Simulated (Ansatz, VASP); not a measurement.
**One calculation of BAs, two programs**

The input INCAR:

```
SYSTEM = BAs
ALGO = Normal ; EDIFF = 1E-6
ENCUT = 520 ; GGA = PE
GGA_COMPAT = .FALSE. ; ISIF = 2
ISMEAR = -1 ; LASPH = .TRUE.
LCHARG = .FALSE. ; LNONCOLLINEAR = .TRUE.
LORBIT = 11 ; LORBMOM = .TRUE.
LREAL = .FALSE. ; LSORBIT = .TRUE.
LWAVE = .FALSE. ; MAGMOM = 0 0 0 0 0 0
NBANDS = 20 ; NELM = 150
PREC = Accurate ; SIGMA = 0.05
```

Contents of KPOINTS:

```
k-points
0
G
  10 10 10
  0 0 0
```

POSCAR

```
BAs
1.0
    0.0000000000      2.4199312360      2.4199312360
    2.4199312360      0.0000000000      2.4199312360
    2.4199312360      2.4199312360      0.0000000000
As B
1 1
Direct
    0.7500000000      0.7500000000      0.7500000000
    0.0000000000      0.0000000000      0.0000000000
```

The input input.yaml:

```yaml
crystal:
  lattice:
    - [0.0, 2.419931236, 2.419931236]
    - [2.419931236, 0.0, 2.419931236]
    - [2.419931236, 2.419931236, 0.0]
  atoms:
    - { symbol: As, position: [0.75, 0.75, 0.75] }
    - { symbol: B, position: [0.0, 0.0, 0.0] }
hamiltonian:
  xc: pbe
  pseudopotentials: { kind: paw_fr }
magnetization:
  noncollinear: true
  spin_orbit: true
kpoints:
  mp_grid: { grid: [10, 10, 10] }
scf:
  occupations: { method: fermi_dirac, width: 0.05 }
output:
  forces: true
  stress: true
  eigenvalues: true
```

Alike in both runs: task single point; functional PBE; k mesh 10 × 10 × 10; occupations fermi-dirac, width 0.05 eV; non-collinear spin, spin-orbit coupling.

|  | VASP | Ansatz |
| --- | --- | --- |
| version | VASP 6.6.1 | Ansatz 0.2.0 |
| potentials or method | VASP PAW PBE potentials, release 64 (As, B) | Ansatz PAW |
| plane-wave cutoff (eV) | 520 | 420 |
| valence electrons in the cell | 8 | 18 |

Ansatz gave:

* pressure (GPa): -2.4
* net moment per atom (μB): 0.00

Task: Which values does VASP return?

Result: Pressure (GPa): -1.8; net moment per atom (μB): 0.00.

VASP's potentials hold 8 valence electrons a cell and Ansatz's 18, so a difference there can come from the potentials and not from the codes.
